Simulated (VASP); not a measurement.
Set up this calculation in VASP 6.6.1, as the native input.

* Task: single point
* Functional: PBEsol
* Potentials or basis: VASP PAW PBE potentials, release 64 (Al, Lu, Sn_d)
* Cutoff: 520 eV
* k mesh: 5 × 5 × 3
* Occupations: fermi-dirac, width 0.1 eV
* Spin: no spin polarisation
* Dipole correction: no
* Further INCAR settings: ALGO = Normal; EDIFF = 1e-07; NBANDS = 38

The structure of LuAl2Sn2 lies in POSCAR:

```
LuAl2Sn2
1.0
    4.3579130000      0.0000000000      0.0000000000
   -2.1789560000      3.7740680000      0.0000000000
    0.0000000000      0.0000000000      6.9297100000
Al Lu Sn
2 1 2
Direct
    0.3333000000      0.6667000000      0.6415000000
    0.6667000000      0.3333000000      0.3585000000
    0.0000000000      0.0000000000      0.0000000000
    0.3333000000      0.6667000000      0.2513700000
    0.6667000000      0.3333000000      0.7486300000
```

These files were run (other wordings do the same):

INCAR

```
SYSTEM = LuAl2Sn2
PREC = Accurate
ENCUT = 520
EDIFF = 1E-7
ISMEAR = -1
SIGMA = 0.1
LREAL = .False.
LASPH = .True.
NELM = 60
ALGO = Normal
ISIF = 2
LWAVE = .False.
LCHARG = .False.
GGA = PS
NBANDS = 38
```

KPOINTS

```
Automatic mesh
0
Gamma
  5 5 3
  0 0 0
```

Potentials or basis: VASP PAW PBE potentials, release 64 (Al, Lu, Sn_d).

Launch:

```sh
$ cat potpaw_PBE.64/Al/POTCAR potpaw_PBE.64/Lu/POTCAR potpaw_PBE.64/Sn_d/POTCAR > POTCAR
$ mpirun -np 1 vasp_std > vasp.out
```

Results of the run:

```yaml
Pressure: 4.9 GPa
Largest_force: 0.577 eV/Å
```

Caveat: the PAW data sets were made with another functional, which shifts forces and pressure a little.

Wall time 70 s on 1 thread of AMD EPYC 7R13 Processor (Zen 3), on a shared host, peak memory 0.26 GiB.
